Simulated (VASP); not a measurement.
# TaN (P1) in VASP: a series of runs

TaN is run at these levels: PBE; tasks: single point.

All numbers are computed with VASP 6.6.1; they aren't measurements. Logs are shortened: lines on timing, memory, paths and dates and some standing lists are left out, and cuts for length are marked.

### Step 1. The cell of the first run

The typed cell holds 4 atoms: a = 3.108 Å, b = 3.108 Å, c = 5.033 Å, α = 90.00°, β = 90.00°, γ = 120.00°.

### Step 2. Single point, PBE

Input file INCAR:

```
SYSTEM = TaN
PREC = Accurate
ENCUT = 520
EDIFF = 1E-6
ISMEAR = -1
SIGMA = 0.1
LREAL = .FALSE.
LASPH = .TRUE.
NELM = 120
ALGO = Normal
ISIF = 2
LWAVE = .FALSE.
LCHARG = .FALSE.
GGA = PE
NBANDS = 24
GGA_COMPAT = .FALSE.
```

Input file KPOINTS:

```
Automatic mesh
0
G
  5 5 3
  0 0 0
```

Input file POSCAR:

```
TaN
1.0
    3.1075100000      0.0000000000      0.0000000000
   -1.5537550000      2.6911820000      0.0000000000
    0.0000000000      0.0000000000      5.0331440000
Ta N
2 2
Direct
    0.3313195920      0.6651363602      0.0058257821
    0.6608159575      0.3243846013      0.4959579937
    0.3464293698      0.7106691409      0.3862100906
    0.6768095155      0.3684875270      0.8710714416
```

Potentials or basis: VASP PAW PBE potentials, release 64 (Ta_pv, N).

Started as:

```console
$ cat potpaw_PBE.64/Ta_pv/POTCAR potpaw_PBE.64/N/POTCAR > POTCAR
$ mpirun -np 1 vasp_std > vasp.out
```

OUTCAR:

```text
SYSTEM = TaN
   PREC = Accurate
   ENCUT = 520
   EDIFF = 1E-6
   ISMEAR = -1
   LREAL = .FALSE.
   LASPH = .TRUE.
   NELM = 120
   ISIF = 2
   GGA = PE

 ion  position               nearest neighbor table
   1  0.331  0.665  0.006-   4 1.86   4 1.89   3 1.92   4 2.01   2 3.04   2 3.06   2 3.06   2 3.12
                             2 3.14   2 3.14
   2  0.661  0.324  0.496-   3 1.74   4 1.89   3 1.93   3 1.97   1 3.04   1 3.06   1 3.06   1 3.12
                             1 3.14   1 3.14
   3  0.346  0.711  0.386-   2 1.74   1 1.92   2 1.93   2 1.97
   4  0.677  0.368  0.871-   1 1.86   1 1.89   2 1.89   1 2.01

  LATTYP: Found a hexagonal cell.
 ALAT       =     3.1075100000
 C/A-ratio  =     1.6196710550

  Lattice vectors:

 A1 = (   3.1075100000,   0.0000000000,   0.0000000000)
 A2 = (  -1.5537550000,   2.6911820000,   0.0000000000)
 A3 = (   0.0000000000,   0.0000000000,   5.0331440000)

Analysis of symmetry for initial positions (statically):
=====================================================================
 Subroutine PRICEL returns:
 Original cell was already a primitive cell.

 Routine SETGRP: Setting up the symmetry group for a
 hexagonal supercell.

 Subroutine GETGRP returns: Found  1 space group operations
 (whereof  1 operations were pure point group operations)
 out of a pool of 24 trial point group operations.

The static configuration has the point symmetry C_1 .

Analysis of symmetry for dynamics (positions and initial velocities):
=====================================================================
 Subroutine PRICEL returns:
 Original cell was already a primitive cell.

 Routine SETGRP: Setting up the symmetry group for a
 hexagonal supercell.

 Subroutine GETGRP returns: Found  1 space group operations
 (whereof  1 operations were pure point group operations)
 out of a pool of 24 trial point group operations.

The dynamic configuration has the point symmetry C_1 .

 Subroutine INISYM returns: Found  1 space group operations
 (whereof  1 operations are pure point group operations),
 and found     1 'primitive' translations

----------------------------------------------------------------------------------------

                                     Primitive cell

  volume of cell :      42.0916
[... 82 lines left out ...]
   NGXF,Y,Z  is equivalent  to a cutoff of  25.68, 25.68, 26.42 a.u.
 SYSTEM =  TaN
   PREC   = accura    normal or accurate (medium, high low for compatibility)
   ISTART =      0    job   : 0-new  1-cont  2-samecut
   ICHARG =      2    charge: 1-file 2-atom 10-const
   ISPIN  =      1    spin polarized calculation?
   LNONCOLLINEAR =      F non collinear calculations
   LSORBIT =      F    spin-orbit coupling
   LASPH  =      T    aspherical Exc in radial PAW
   ENCUT  =  520.0 eV  38.22 Ry    6.18 a.u.   5.78  5.78  9.36*2*pi/ulx,y,z
   NELM   =    120;   NELMIN=  2; NELMDL= -5     # of ELM steps
   EDIFF  = 0.1E-05   stopping-criterion for ELM
   LREAL  =      F    real-space projection
   EDIFFG = 0.1E-04   stopping-criterion for IOM
   NSW    =      0    number of steps for IOM
   IBRION =     -1    ionic relax: 0-MD 1-quasi-New 2-CG
   NFREE  =      0    steps in history (QN), initial steepest desc. (CG)
   ISIF   =      2    stress and relaxation
   ISYM   =      2    0-nonsym 1-usesym 2-fastsym
   POTIM  = 0.5000    time-step for ionic-motion
   TEBEG  =    0.0;   TEEND  =   0.0 temperature during run
   PSTRESS=    0.0 pullay stress
   NELECT =      32.0000    total number of electrons
   NUPDOWN=      -1.0000    fix difference up-down
   EMIN   =  10.00;   EMAX   =-10.00  energy-range for DOS
   EFERMI =   0.00;   METHOD = LEGACY
   ISMEAR =    -1;   SIGMA  =   0.10  broadening in eV -4-tet -1-fermi 0-gaus
   EFERMI_NEDOS =   21; number of points for ismear=-14 and -15
   IALGO  =     38    algorithm
   IMIX   =      4    mixing-type and parameters
     AMIX     =   0.40;   BMIX     =  1.00
     AMIX_MAG =   1.60;   BMIX_MAG =  1.00
  volume/ion in A,a.u.               =      10.52        71.01
  Fermi-wavevector in a.u.,A,eV,Ry     =   1.494146  2.823527 30.374648  2.232474
  Thomas-Fermi vector in A             =   2.606456
   LORBIT       =      0    0 simple, 1 ext, 2 COOP (PROOUT), +10 PAW based schemes
   GGA     = PE    functional components
   LHFCALC =     F    Hartree Fock is set to
   AEXX    =    0.0000 exact exchange contribution
   IVDW    =     0    specifies the selected vdW correction
   LEPSILON=     F    determine dielectric tensor
   LRPA    =     F    only Hartree local field effects (RPA)
 non-spin polarized calculation
  energy-cutoff  :      520.00
  volume of cell :       42.09
 maximum number of plane-waves:      1142
   NGX = 11   NGY = 11   NGZ = 19

 number of electron      32.0000003 magnetization

 Free energy of the ion-electron system (eV)
  ---------------------------------------------------
  ext. energy  EPLUGINS =         0.00000000
  ---------------------------------------------------
  free energy    TOTEN  =       -39.17112480 eV

  energy without entropy =      -39.10379627  energy(sigma->0) =      -39.13746053

 E-fermi :   9.1645     XC(G=0): -13.2292

 val. band max:        9.1637228038   @ k =   0.2000   0.0000   0.0000
 cond. band min:       9.1849875669   @ k =   0.0000  -0.4000   0.3333
 fundamental gap:      0.0212647631
 Fermi energy:         9.1645337319

 k-point     1 :       0.0000    0.0000    0.0000
  band No.  band energies     occupation
      1     -26.9038      2.00000
      2     -26.0978      2.00000
      3     -25.9032      2.00000
      4     -25.7737      2.00000
      5     -25.7083      2.00000
      6     -25.6777      2.00000
[... 637 lines left out ...]
     23      14.8671      0.00000
     24      16.1008      0.00000

 [... further k-points ...]
[... 5 lines left out ...]
  --------------------------------------------------------------------------------------
  -------------------------------------------------------------------------------------
  Total       25.5613993     31.5855664     26.2602688      0.1785343      4.6061084     -0.6709796
  in kB      972.9717856   1202.2763158    999.5736273      6.7957485    175.3273935    -25.5402378
  external PRESSURE =    1058.2739096 kB  Pullay stress =       0.0000000 kB

 VOLUME and BASIS-vectors are now :
 -----------------------------------------------------------------------------
  energy-cutoff  :      520.00
  volume of cell :       42.09
      direct lattice vectors                 reciprocal lattice vectors
     3.107510000  0.000000000  0.000000000     0.321801056  0.185791968  0.000000000
    -1.553755000  2.691182000  0.000000000     0.000000000  0.371583936  0.000000000
     0.000000000  0.000000000  5.033144000     0.000000000  0.000000000  0.198682970

 POSITION                                       TOTAL-FORCE (eV/Angst)
 -----------------------------------------------------------------------------------
     -0.00388      1.79000      0.02932        -0.494694      1.803296      1.861921
      1.54948      0.87298      2.49623        -0.392639      5.376687      1.599846
     -0.02767      1.91254      1.94385         0.423422     -5.406269     -2.382919
      1.53065      0.99167      4.38423         0.463911     -1.773714     -1.078848
 -----------------------------------------------------------------------------------
    total drift:                               -0.000085     -0.000045      0.000251

  FREE ENERGIE OF THE ION-ELECTRON SYSTEM (eV)
  ---------------------------------------------------
  free  energy   TOTEN  =       -39.1711247966 eV

  energy  without entropy=      -39.1037962725  energy(sigma->0) =      -39.13746053
```

OSZICAR:

```text
N       E                     dE             d eps       ncg     rms          rms(c)
DAV:   1     0.288268772352E+03    0.28827E+03   -0.17859E+04  1824   0.142E+03
DAV:   2    -0.318919067582E+02   -0.32016E+03   -0.30425E+03  2144   0.423E+02
DAV:   3    -0.462583222704E+02   -0.14366E+02   -0.14134E+02  2264   0.890E+01
DAV:   4    -0.464004162747E+02   -0.14209E+00   -0.14197E+00  2064   0.937E+00
DAV:   5    -0.464019407316E+02   -0.15245E-02   -0.15241E-02  2296   0.849E-01    0.547E+01
DAV:   6    -0.392784890618E+02    0.71235E+01   -0.25956E+01  2152   0.383E+01    0.226E+01
DAV:   7    -0.392101754285E+02    0.68314E-01   -0.10304E+00  1976   0.811E+00    0.130E+01
DAV:   8    -0.391766396010E+02    0.33536E-01   -0.65855E-02  2264   0.195E+00    0.151E+00
DAV:   9    -0.391710633866E+02    0.55762E-02   -0.15512E-02  2248   0.979E-01    0.205E-01
DAV:  10    -0.391711263253E+02   -0.62939E-04   -0.12646E-03  2216   0.355E-01    0.131E-01
DAV:  11    -0.391711274576E+02   -0.11323E-05   -0.19450E-04  2184   0.140E-01    0.331E-02
DAV:  12    -0.391711261215E+02    0.13360E-05   -0.17967E-05  2096   0.426E-02    0.989E-03
DAV:  13    -0.391711249620E+02    0.11595E-05   -0.36399E-06  1984   0.148E-02    0.625E-03
DAV:  14    -0.391711247966E+02    0.16539E-06   -0.46653E-07  1128   0.572E-03
   1 F= -.39171125E+02 E0= -.39137461E+02  d E =-.673285E-01
```

Wall time 15 s (1 thread of Intel Xeon 6975P-C (Granite Rapids), shared host); peak memory 0.17 GiB.

What came out:

```yaml
Free_energy: -39.1711 eV
Pressure: 105.8 GPa
Largest_force: 5.923 eV/Å
Band_gap_on_the_k_mesh: zero (band 16 reaches 9.36 eV, above the bottom of band 17 at 7.84 eV)
```

Forces in eV/Å, atoms in the order of the input:
```
Ta  -0.495  1.803  1.862
Ta  -0.393  5.377  1.600
N    0.423 -5.406 -2.383
N    0.464 -1.774 -1.079
```

Caveat: the k points lie up to 0.47 Å⁻¹ apart; spin-orbit coupling is left out, which moves the levels of the heavy elements; forces of over 1 eV/Å act on the atoms, so gaps and moduli don't describe the material at rest.

### Step 3. Single point, PBE

This run uses another cell than the first one, of 11.47 Å³/atom, 1.090 times its volume.

Input file INCAR:

```
PREC     = Accurate       # precision mode
ENCUT    = 520            # plane-wave cutoff, eV
EDIFF    = 1E-6           # SCF threshold, eV
ISMEAR   = -1             # smearing method
SIGMA    = 0.1            # smearing width, eV
LREAL    = F              # projectors in reciprocal space
LASPH    = T              # aspherical terms in the spheres
NELM     = 120            # most SCF steps
ALGO     = Normal         # electronic algorithm
ISIF     = 2              # what is computed and relaxed
LWAVE    = F              # write WAVECAR
LCHARG   = T              # write CHGCAR
GGA      = PE             # functional
LELF     = T              # ELF
LVHAR    = T            
NBANDS   = 24             # bands
GGA_COMPAT= F
```

Input file KPOINTS:

```
Automatic mesh
0
Gamma
  5 5 3
```

Input file POSCAR:

```
TaN
1.0
    3.1985350000      0.0000000000      0.0000000000
   -1.5992680000      2.7700130000      0.0000000000
    0.0000000000      0.0000000000      5.1805760000
Ta N
2 2
Direct
    0.3245827856      0.6610795689      0.0128354453
    0.6566808206      0.3179833452      0.4919474205
    0.3420324294      0.7060447009      0.3764347825
    0.6809659858      0.3876783250      0.8494318006
```

Potentials or basis: VASP PAW PBE potentials, release 64 (Ta_pv, N).

Started as:

```console
$ cat potpaw_PBE.64/Ta_pv/POTCAR potpaw_PBE.64/N/POTCAR > POTCAR
$ mpirun -np 1 vasp_std > vasp.out
```

Run time: 16 s. Hardware: 1 thread of Intel Xeon 6975P-C (Granite Rapids), shared host; peak memory 0.18 GiB.

Results (log left out):

```
Free energy            : -41.0942 eV
Pressure               : 61.5 GPa
Largest force          : 4.452 eV/Å
Band gap on the k mesh : zero (band 16 reaches 8.44 eV, above the bottom of band 17 at 7.27 eV)
```

Forces on the atoms (eV/Å):
```
Ta  -0.391  1.438 -0.531
Ta  -0.312  4.259 -0.331
N    0.360 -4.434 -0.172
N    0.343 -1.264  1.034
```

Stress tensor (GPa, compression positive):
```
43.16  0.89 -2.29
 0.89 59.64 14.83
-2.29 14.83 81.68
```

Levels at points of the mesh, in eV from the Fermi level:
```csv
k point,band 13,band 14,band 15,band 16,band 17,band 18,band 19,band 20
"(0.00, 0.00, 0.00)",-6.28,-5.99,-0.93,-0.62,-0.50,0.86,2.25,2.41
```

Caveat: the k points lie up to 0.45 Å⁻¹ apart; spin-orbit coupling is left out, which moves the levels of the heavy elements; forces of over 1 eV/Å act on the atoms, so gaps and moduli don't describe the material at rest.

### Step 4. Single point, PBE

This run uses another cell than the first one, of 12.60 Å³/atom, 1.197 times its volume.

Input file INCAR:

```
SYSTEM = TaN
PREC = Accurate
ENCUT = 520
EDIFF = 1E-6
ISMEAR = -1
SIGMA = 0.1
LREAL = .FALSE.
LASPH = .TRUE.
NELM = 120
ALGO = Normal
ISIF = 2
LWAVE = .FALSE.
LCHARG = .FALSE.
GGA = PE
NBANDS = 24
GGA_COMPAT = .FALSE.
```

Input file KPOINTS:

```
Automatic mesh
0
G
  5 5 3
  0 0 0
```

Input file POSCAR:

```
TaN
1.0
    3.2998960000      0.0000000000      0.0000000000
   -1.6499480000      2.8577940000      0.0000000000
    0.0000000000      0.0000000000      5.3447470000
Ta N
2 2
Direct
    0.3191045467      0.6564133034      0.0181800935
    0.6551635486      0.3146042017      0.4896643377
    0.3216666684      0.6551567398      0.3715930801
    0.6732670309      0.3900917981      0.8355231782
```

Started as:

```console
$ cat potpaw_PBE.64/Ta_pv/POTCAR potpaw_PBE.64/N/POTCAR > POTCAR
$ mpirun -np 1 vasp_std > vasp.out
```

Run time: 23 s. Hardware: 1 thread of Intel Xeon 6975P-C (Granite Rapids), shared host; peak memory 0.19 GiB.

The run converged. Its results:

| Quantity | Value |
| --- | --- |
| Free energy | -42.3603 eV |
| Pressure | 24.7 GPa |
| Largest force | 2.189 eV/Å |
| Band gap on the k mesh | zero (band 16 reaches 7.41 eV, above the bottom of band 17 at 6.53 eV) |

Forces on the atoms (eV/Å):
```
Ta  -0.402  0.754 -1.964
Ta  -0.119  0.038 -1.869
N    0.174 -0.351  1.716
N    0.348 -0.441  2.116
```

Stress tensor (GPa, compression positive):
```
12.98 -0.43 -2.16
-0.43  8.75  4.81
-2.16  4.81 52.27
```

Levels at points of the mesh, in eV from the Fermi level:
| k point | band 12 | band 13 | band 14 | band 15 | band 16 | band 17 | band 18 | band 19 | band 20 | band 21 |
| --- | --- | --- | --- | --- | --- | --- | --- | --- | --- | --- |
| (0.00, 0.00, 0.00) | -6.54 | -5.39 | -5.02 | -1.17 | -0.53 | -0.33 | 0.54 | 2.01 | 2.10 | 3.84 |

Caveat: the k points lie up to 0.44 Å⁻¹ apart; spin-orbit coupling is left out, which moves the levels of the heavy elements; forces of over 1 eV/Å act on the atoms, so gaps and moduli don't describe the material at rest.

### Step 5. Overview

```csv
cell,gap on the mesh (eV),pressure (GPa),largest force (eV/Å)
"a = 3.108, b = 3.108, c = 5.033 Å, angles 90.0, 90.0, 120.0°, 4 atoms",none,105.8,5.92
"a = 3.199, b = 3.199, c = 5.181 Å, angles 90.0, 90.0, 120.0°, 4 atoms",none,61.5,4.45
"a = 3.300, b = 3.300, c = 5.345 Å, angles 90.0, 90.0, 120.0°, 4 atoms",none,24.7,2.19
```

Alike in all rows: task single point; level PBE; potentials or basis VASP PAW PBE potentials, release 64 (Ta_pv, N); no spin polarisation; k mesh 5 × 5 × 3; cutoff (eV) 520; smearing fermi-dirac 0.1 eV.

Caveats: all runs use coarse meshes; spin-orbit coupling is left out, which moves the levels of the heavy elements; forces of over 1 eV/Å act on the atoms, so gaps and moduli don't describe the material at rest.

Total energies depend on the potentials used, so only differences within one code and one set of settings carry meaning.
